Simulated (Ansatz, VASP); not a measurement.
## PbSe in VASP and in Ansatz

POSCAR

```
PbSe
1.0
    4.5014784123      0.0000000000      0.0000000000
   -0.0105132524      4.5014661353      0.0000000000
   -2.2454825799     -2.2507330677     12.2361685397
Pb Se
2 2
Direct
    0.8068400000      0.8073040000      0.6184430000
    0.1854540000      0.1998100000      0.3823760000
    0.2873320000      0.3231460000      0.6231940000
    0.6842660000      0.6998950000      0.3779650000
```

INCAR.step1

```
PREC = Accurate
ENCUT = 520
ISMEAR = -1
SIGMA = 0.05
LREAL = F
LASPH = T
NELM = 100
NBANDS = 28
GGA = PE
ALGO = Normal
EDIFF = 1E-4
LWAVE = T
LCHARG = F
```

Contents of INCAR.step2:

```
PREC = Accurate
ENCUT = 520
EDIFF = 1E-7
ISMEAR = -1
SIGMA = 0.05
LREAL = F
LASPH = T
NELM = 100
ALGO = Normal
ISIF = 2
LWAVE = F
LCHARG = F
METAGGA = R2SCAN
LMIXTAU = T
NBANDS = 28
ISTART = 1
```

Contents of KPOINTS:

```
regular mesh
0
Gamma
  6 6 3
```

Contents of input.yaml:

```yaml
crystal:
  lattice:
    - [4.5014784123, 0.0, 0.0]
    - [-0.0105132524, 4.5014661353, 0.0]
    - [-2.2454825799, -2.2507330677, 12.2361685397]
  atoms:
    - { symbol: Pb, position: [0.80684, 0.807304, 0.618443] }
    - { symbol: Pb, position: [0.185454, 0.19981, 0.382376] }
    - { symbol: Se, position: [0.287332, 0.323146, 0.623194] }
    - { symbol: Se, position: [0.684266, 0.699895, 0.377965] }
hamiltonian:
  xc: r2scan
  pseudopotentials: { kind: paw }
kpoints:
  mp_grid: { grid: [6, 6, 3] }
scf:
  occupations: { method: fermi_dirac, width: 0.05 }
output:
  forces: true
  stress: true
  eigenvalues: true
  write_density: true
  write_potential: true
  elf: true
  volumetric_format: npy
```

Alike in both runs: task single point; functional r2SCAN; k mesh 6 × 6 × 3; occupations fermi-dirac, width 0.05 eV; no spin polarisation.

|  | VASP | Ansatz |
| --- | --- | --- |
| version | VASP 6.6.1 | Ansatz 0.2.0 |
| potentials or method | VASP PAW PBE potentials, release 64 (Pb_d, Se) | Ansatz PAW |
| plane-wave cutoff (eV) | 520 | 500 |
| valence electrons in the cell | 40 | 60 |

|  | VASP | Ansatz | Ansatz less VASP |
| --- | --- | --- | --- |
| gap on the k mesh at the Fermi level (eV) | 1.87 | 1.87 | 0.000 |
| least direct gap on the mesh (eV) | 1.87 | 1.87 | 0.000 |
| rms of the force components (eV/Å) | 0.334 | 0.339 | +0.0050 |

VASP's potentials were made for PBE, not for r2SCAN. Atom by atom the forces differ by 0.005 eV/Å (rms over components). The functional is the same, so the differences come from potentials, cutoffs and numerics. VASP's potentials hold 40 valence electrons a cell and Ansatz's 60, so a difference there can come from the potentials and not from the codes.

Neither program's run includes spin-orbit coupling. Noted on Ansatz's run: odd divisions of the mesh miss points on the zone boundary, where band edges often lie, so the gap on the mesh can be too wide.
